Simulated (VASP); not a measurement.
Here is a VASP 6.6.1 calculation.

INCAR

```
  PREC = Accurate
  ENCUT = 520
  EDIFF = 1E-6
  ISMEAR = 0
  SIGMA = 0.1
  LREAL = False
  LASPH = True
  NELM = 60
  ALGO = Normal
  ISIF = 2
  LWAVE = False
  LCHARG = True
  GGA = PE
  LELF = True
  LVHAR = True
  NBANDS = 18
```

File KPOINTS:

```
regular mesh
0
Gamma
  8 8 14
```

POSCAR

```
As
1.0
    5.6701067192      0.0000000000      0.0000000000
    0.0000000000      5.6701067192      0.0000000000
    0.0000000000      0.0000000000      3.5631181162
As
4
Direct
    0.0000000000      0.3535105390      0.5000000000
    0.0000000000      0.6464894610      0.0000000000
    0.3535105390      0.0000000000      0.7500000000
    0.6464894610      0.0000000000      0.2500000000
```

Potentials or basis: VASP PAW PBE potentials, release 64 (As).

Launch:

```bash
$ cat potpaw_PBE.64/As/POTCAR > POTCAR
$ mpirun -np 1 vasp_std > vasp.out
```

(1) Estimate the largest force.

(2) Predict the pressure.

(3) Estimate the band gap on the k mesh.

## Answers

(1) 0.062 eV/Å.

(2) 0.2 GPa.

(3) zero (bands 10 and 11 overlap by 0.47 eV).
